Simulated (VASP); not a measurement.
Crystal: Pt.

```
CELL_PARAMETERS angstrom
-1.58422 1.58422 1.58422
1.58422 -1.58422 1.58422
1.58422 1.58422 -1.58422
ATOMIC_POSITIONS crystal
Pt 0.00000 0.00000 0.00000
```

This isn't the form of Pt at room conditions, which is fcc.

- Program: VASP 6.6.1
- Task: relaxation of cell and atoms
- Functional: LDA
- Potentials or basis: VASP PAW LDA potentials, release 64 (Pt)
- Cutoff: 500 eV
- k mesh: 8 × 8 × 8
- Occupations: gaussian, width 0.1 eV
- Spin: no spin polarisation

At the start: pressure -13.8 GPa; volume 15.90 Å³/atom.

Where does the relaxation end?

Over 4 steps the energy falls by 39.4 meV/atom and the volume is 15.05 Å³/atom (-5.4 %); space group Im-3m (No. 229, to 0.1 Å) before and after.

The path:
```tsv
step	energy change (eV)	largest force (eV/Å)	pressure (GPa)	volume (Å³)
1	0.0000	0.0000	-13.82	15.90
2	0.3140	0.0000	63.88	12.95
3	-0.0393	0.0000	-0.75	15.08
4	-0.0394	0.0000	-0.21	15.05
```

Final structure:
```
Pt
1.0
    -1.55527    1.55527    1.55527
     1.55527   -1.55527    1.55527
     1.55527    1.55527   -1.55527
Pt
1
Cartesian
  -1.5553 1.5553 1.5553
```
